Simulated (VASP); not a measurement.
Set up this calculation in VASP 6.6.1, as the native input.

| Property | Result |
| --- | --- |
| Task | single point |
| Functional | PBE |
| Potentials or basis | VASP PAW PBE potentials, release 64 (Sr_sv, W_sv) |
| Cutoff | 520 eV |
| k mesh | 12 × 12 × 16 |
| Occupations | gaussian, width 0.1 eV |
| Spin | no spin polarisation |
| Dipole correction | no |
| Further INCAR settings | ALGO = Fast; EDIFF = 1e-06; NBANDS = 24 |

The structure of Sr2W lies in POSCAR:

```
Sr2W
1.0
    5.6675030040      0.0000000000      0.0000000000
   -2.8337515020      4.9082015775      0.0000000000
    0.0000000000      0.0000000000      2.9718525963
Sr W
2 1
Direct
    0.3333333333      0.6666666667      0.5000000000
    0.6666666667      0.3333333333      0.5000000000
    0.0000000000      0.0000000000      0.0000000000
```

These files were run (other wordings do the same):

INCAR

```
ALGO = Fast ; EDIFF = 1E-6
ENCUT = 520 ; GGA = PE
ISIF = 2 ; ISMEAR = 0
LASPH = True ; LCHARG = False
LREAL = False ; LWAVE = False
NBANDS = 24 ; NELM = 80
PREC = Accurate ; SIGMA = 0.1
```

KPOINTS

```
k-points
0
Gamma
  12 12 16
```

Potentials or basis: VASP PAW PBE potentials, release 64 (Sr_sv, W_sv).

Command:

```console
$ cat potpaw_PBE.64/Sr_sv/POTCAR potpaw_PBE.64/W_sv/POTCAR > POTCAR
$ mpirun -np 1 vasp_std > vasp.out
```

Results of the run:

| Item | Value |
| --- | --- |
| Pressure | 0.2 GPa |
| Band gap on the k mesh | zero (bands 17 and 18 overlap by 0.63 eV) |

Caveat: spin-orbit coupling is left out, which moves the levels of the heavy elements.

Run time: 4 min on 1 thread of Intel(R) Xeon(R) 6975P-C (Granite Rapids), with other jobs on the host, peak memory 0.44 GiB.
